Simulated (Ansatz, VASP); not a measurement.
## Two plane-wave programs on Mg2SO

POSCAR

```
Mg2SO
1.0
    3.4083939418      0.0608398319      0.0000000000
    0.0608398319      3.4083939418      0.0000000000
    0.0000000000      0.0000000000      4.7611186746
O Mg S
1 2 1
Direct
    0.0000000000      0.0000000000      0.0000000000
    0.0000000000      0.0000000000      0.5000000000
    0.5000000000      0.5000000000      0.0000000000
    0.5000000000      0.5000000000      0.5000000000
```

INCAR.step1

```
PREC = Accurate
ENCUT = 520
ISMEAR = 0
SIGMA = 0.01
LREAL = False
LASPH = True
NELM = 60
NBANDS = 16
GGA = PE
ALGO = Normal
EDIFF = 1E-4
LWAVE = True
LCHARG = False
```

File INCAR.step2:

```
PREC = Accurate
ENCUT = 520
EDIFF = 1E-7
ISMEAR = 0
SIGMA = 0.01
LREAL = False
LASPH = True
NELM = 60
ALGO = Normal
ISIF = 2
LWAVE = False
LCHARG = False
METAGGA = R2SCAN
LMIXTAU = True
NBANDS = 16
ISTART = 1
```

File KPOINTS:

```
regular mesh
0
Gamma
  8 8 6
```

Input for Ansatz:

```yaml
crystal:
  lattice:
    - [3.4083939418, 0.0608398319, 0.0]
    - [0.0608398319, 3.4083939418, 0.0]
    - [0.0, 0.0, 4.7611186746]
  atoms:
    - { symbol: O, position: [0.0, 0.0, 0.0] }
    - { symbol: Mg, position: [0.0, 0.0, 0.5] }
    - { symbol: S, position: [0.5, 0.5, 0.5] }
    - { symbol: Mg, position: [0.5, 0.5, 0.0] }
kpoints:
  mp_grid: { grid: [8, 8, 6] }
  band_path:
    path:
      - [0.0, 0.0, 0.0]
      - [0.0, 0.5, 0.0]
      - [0.5, 0.5, 0.0]
      - [0.0, 0.0, 0.5]
      - [0.0, 0.5, 0.5]
      - [0.5, 0.5, 0.5]
    npoints: 1
hamiltonian:
  xc: r2scan
scf:
  occupations: { method: fixed }
  n_extra_bands: 5
output:
  forces: true
  stress: true
  eigenvalues: true
```

Change from the starting cell: shear_xy strain +3.6%.

Alike in both runs: task single point; functional r2SCAN; k mesh 8 × 8 × 6; no spin polarisation.

```csv
,VASP,Ansatz
version,VASP 6.6.1,Ansatz 0.2.0
potentials or method,"VASP PAW PBE potentials, release 64 (O, Mg, S)","plane waves, PAW"
plane-wave cutoff (eV),520,500
occupations,"gaussian, width 0.01 eV",fixed
valence electrons in the cell,16,32
```

|  | VASP | Ansatz | Ansatz less VASP |
| --- | --- | --- | --- |
| gap on the k mesh at the Fermi level (eV) | 3.90 | 3.93 | +0.027 |
| pressure (GPa) | -0.3 | 0.2 | +0.57 |

VASP's potentials were made for PBE, not for r2SCAN. VASP's potentials hold 16 valence electrons a cell and Ansatz's 32, so a difference there can come from the potentials and not from the codes.
